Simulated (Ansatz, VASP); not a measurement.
**Si7Ge in VASP and in Ansatz**

The input INCAR:

```
SYSTEM = Si7Ge
PREC = Accurate
ENCUT = 520
EDIFF = 1E-6
ISMEAR = 0
SIGMA = 0.03
LREAL = .False.
LASPH = .True.
NELM = 80
ALGO = Normal
ISIF = 2
LWAVE = .False.
LCHARG = .False.
GGA = PS
NBANDS = 31
```

KPOINTS

```
Automatic mesh
0
Gamma
  6 6 6
  0 0 0
```

Contents of POSCAR:

```
Si7Ge
1.0
    5.4589494008      0.0000000000     -0.4503633256
    0.0000000000      5.4589494008     -0.1501211085
   -0.4503633256     -0.1501211085      5.4589494008
Si Ge
7 1
Direct
    0.2525986838      0.2525986838      0.2525986838
    0.0000000000      0.5000000000      0.5000000000
    0.5000000000      0.5000000000      0.0000000000
    0.5000000000      0.0000000000      0.5000000000
    0.7474013162      0.2525986838      0.7474013162
    0.7474013162      0.7474013162      0.2525986838
    0.2525986838      0.7474013162      0.7474013162
    0.0000000000      0.0000000000      0.0000000000
```

Input for Ansatz:

```yaml
crystal:
  lattice:
    - [5.4589494008, 0.0, -0.4503633256]
    - [0.0, 5.4589494008, -0.1501211085]
    - [-0.4503633256, -0.1501211085, 5.4589494008]
  atoms:
    - { symbol: Si, position: [0.2525986838, 0.2525986838, 0.2525986838] }
    - { symbol: Si, position: [0.0, 0.5, 0.5] }
    - { symbol: Si, position: [0.5, 0.5, 0.0] }
    - { symbol: Si, position: [0.5, 0.0, 0.5] }
    - { symbol: Si, position: [0.7474013162, 0.2525986838, 0.7474013162] }
    - { symbol: Si, position: [0.7474013162, 0.7474013162, 0.2525986838] }
    - { symbol: Si, position: [0.2525986838, 0.7474013162, 0.7474013162] }
    - { symbol: Ge, position: [0.0, 0.0, 0.0] }
basis:
  ecutwfc: 420
kpoints:
  mp_grid: { grid: [6, 6, 6] }
hamiltonian:
  xc: pbesol
  pseudopotentials: { kind: paw, azcp: { folder: soft_1 } }
scf:
  occupations: { method: gaussian, width: 0.03 }
output:
  forces: true
  stress: true
  eigenvalues: true
```

Change from the starting cell: engineering shear strain xz -0.1650, engineering shear strain yz -0.0550.

Alike in both runs: task single point; functional PBEsol; k mesh 6 × 6 × 6; occupations gaussian, width 0.03 eV; no spin polarisation.

|  | VASP | Ansatz |
| --- | --- | --- |
| version | VASP 6.6.1 | Ansatz 0.2.0 |
| potentials or method | VASP PAW PBE potentials, release 64 (Si, Ge_d), cutoff 520 eV | scalar-relativistic, plane waves, PAW |
| valence electrons in the cell | 42 | 42 |

```tsv
	VASP	Ansatz	Ansatz less VASP
gap on the k mesh at the Fermi level (eV)	none	none	-
pressure (GPa)	3.6	3.5	-0.03
traceless stress, the component that is largest in VASP (GPa)	16.92	16.94	+0.016
rms of the force components (eV/Å)	1.120	1.117	-0.0032
```

VASP's potentials were made for PBE, not for PBEsol, and Ansatz warns of the same on its side. Atom by atom the forces differ by 0.006 eV/Å (rms over components). A gap of «none» marks a metal or a gap that the smearing closes. The functional is the same, so the differences come from potentials, cutoffs and numerics.
